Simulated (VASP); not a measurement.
Wanted: the native input for a VASP 6.6.1 run.

| Quantity | Value |
| --- | --- |
| Task | single point |
| Functional | PBE |
| Potentials or basis | VASP PAW PBE potentials, release 64 (Eu, O) |
| Cutoff | 600 eV |
| k mesh | 4 × 4 × 3 |
| Occupations | gaussian, width 0.05 eV |
| Spin | collinear spin, ferromagnetic start |
| Starting moments | [7.0, 7.0, 0.0, 0.0] μB |
| Hubbard terms | Eu f U = 6.0 eV |
| Dipole correction | no |
| Further INCAR settings | ALGO = Normal; EDIFF = 1e-06; NBANDS = 35 |

The structure of EuO lies in POSCAR:

```
EuO
1.0
    0.0000000000      2.5882963236     -2.5882963236
    0.0000000000      2.5882963236      2.5882963236
    5.1765926472      0.0000000000      0.0000000000
Eu O
2 2
Direct
    0.0000000000      0.0000000000      0.0000000000
    0.5000000000      0.5000000000      0.5000000000
    0.0000000000      1.0000000000      0.5000000000
    0.5000000000      1.5000000000      1.0000000000
```

These files were run (other wordings do the same):

INCAR

```
SYSTEM = EuO
  PREC = Accurate
  ENCUT = 600
  EDIFF = 1E-6
  ISMEAR = 0
  SIGMA = 0.05
  LREAL = .False.
  LASPH = .True.
  NELM = 200
  ALGO = Normal
  ISIF = 2
  LWAVE = .False.
  LCHARG = .False.
  ISPIN = 2
  MAGMOM = 7 7 0 0
  LORBIT = 11
  LMAXMIX = 6
  LDAU = .True.
  LDAUTYPE = 2
  LDAUL = 3 -1
  LDAUU = 6 0
  LDAUJ = 0 0
  LDAUPRINT = 1
  GGA = PE
  NBANDS = 35
  GGA_COMPAT = .False.
```

KPOINTS

```
regular mesh
0
Gamma
  4 4 3
  0 0 0
```

Potentials or basis: VASP PAW PBE potentials, release 64 (Eu, O).

Run with:

```console
$ cat potpaw_PBE.64/Eu/POTCAR potpaw_PBE.64/O/POTCAR > POTCAR
$ mpirun -np 1 vasp_std > vasp.out
```

Results of the run:

```yaml
Pressure: -0.3 GPa
Band_gap_on_the_k_mesh: 0.05 eV
Net_moment: 14.00 μB per cell
Site_moments: Eu +6.73; O -0.09 μB
Valence_electrons_inside_the_program's_atomic_spheres: Eu 14.95; O 4.95
```

Caveat: the k points lie up to 0.43 Å⁻¹ apart; spin-orbit coupling is left out, which moves the levels of the heavy elements; an odd mesh through Γ misses points on the zone boundary, where band edges can lie.

Wall time 78 s on 1 thread of Intel(R) Xeon(R) 6975P-C (Granite Rapids), with other jobs on the host, peak memory 0.24 GiB.
